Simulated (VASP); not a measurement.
Write the native input for VASP 6.6.1 that does the following.

| Item | Value |
| --- | --- |
| Task | single point |
| Functional | r2SCAN |
| Dispersion | rVV10 |
| Potentials or basis | VASP PAW PBE potentials, release 64 (Sn_d, O) |
| Cutoff | 520 eV |
| k mesh | 6 × 6 × 6 |
| Occupations | fermi-dirac, width 0.02 eV |
| Spin | no spin polarisation |
| Dipole correction | no |
| Further INCAR settings | ALGO = Normal; EDIFF = 1e-07; NBANDS = 28 |

Crystal: SnO.

```
CELL_PARAMETERS angstrom
3.79265 0.00000 0.00000
0.00000 3.79265 0.00000
0.00000 0.00000 4.75821
ATOMIC_POSITIONS crystal
Sn 0.50000 0.00000 0.24103
Sn 0.00000 0.50000 0.75897
O 0.00000 0.00000 0.00000
O 0.50000 0.50000 0.00000
```

These files were run (other wordings do the same):

POSCAR

```
SnO
1.0
    3.7926486997      0.0000000000      0.0000000000
    0.0000000000      3.7926486997      0.0000000000
    0.0000000000      0.0000000000      4.7582138802
Sn O
2 2
Direct
    0.5000000000      0.0000000000      0.2410340763
    0.0000000000      0.5000000000      0.7589659237
    0.0000000000      0.0000000000      0.0000000000
    0.5000000000      0.5000000000      0.0000000000
```

INCAR.step1

```
SYSTEM = SnO
PREC = Accurate ; ENCUT = 520
ISMEAR = -1 ; SIGMA = 0.02
LREAL = .FALSE. ; LASPH = .TRUE.
NELM = 100 ; NBANDS = 28
GGA = PE ; ALGO = Normal
EDIFF = 1E-4 ; LWAVE = .TRUE.
LCHARG = .FALSE.
```

INCAR.step2

```
SYSTEM = SnO
PREC = Accurate ; ENCUT = 520
EDIFF = 1E-7 ; ISMEAR = -1
SIGMA = 0.02 ; LREAL = .FALSE.
LASPH = .TRUE. ; NELM = 100
ALGO = Normal ; ISIF = 2
LWAVE = .FALSE. ; LCHARG = .TRUE.
METAGGA = R2SCAN ; LMIXTAU = .TRUE.
LUSE_VDW = .TRUE. ; IVDW_NL = 2
BPARAM = 11.95 ; CPARAM = 0.0093
LELF = .TRUE. ; LVHAR = .TRUE.
NBANDS = 28 ; ISTART = 1
```

KPOINTS

```
Automatic mesh
0
G
  6 6 6
  0 0 0
```

Potentials or basis: VASP PAW PBE potentials, release 64 (Sn_d, O).

The run is started by

```sh
$ cat potpaw_PBE.64/Sn_d/POTCAR potpaw_PBE.64/O/POTCAR > POTCAR
$ cp INCAR.step1 INCAR
$ mpirun -np 1 vasp_std > vasp.out
$ cp INCAR.step2 INCAR
$ mpirun -np 1 vasp_std > vasp.out
```

Results of the run:

* Pressure: 0.7 GPa
* Largest force: 0.151 eV/Å
* Band gap on the k mesh: zero (filled and empty bands touch)

Caveat: semilocal functionals underestimate gaps, and a narrow one can read as zero; the PAW data sets were made with another functional, which shifts forces and pressure a little; spin-orbit coupling is left out, which moves the levels of the heavy elements.

Run time: 7.7 min on 1 thread of Intel Xeon 8259CL, on a shared host, peak memory 0.33 GiB.
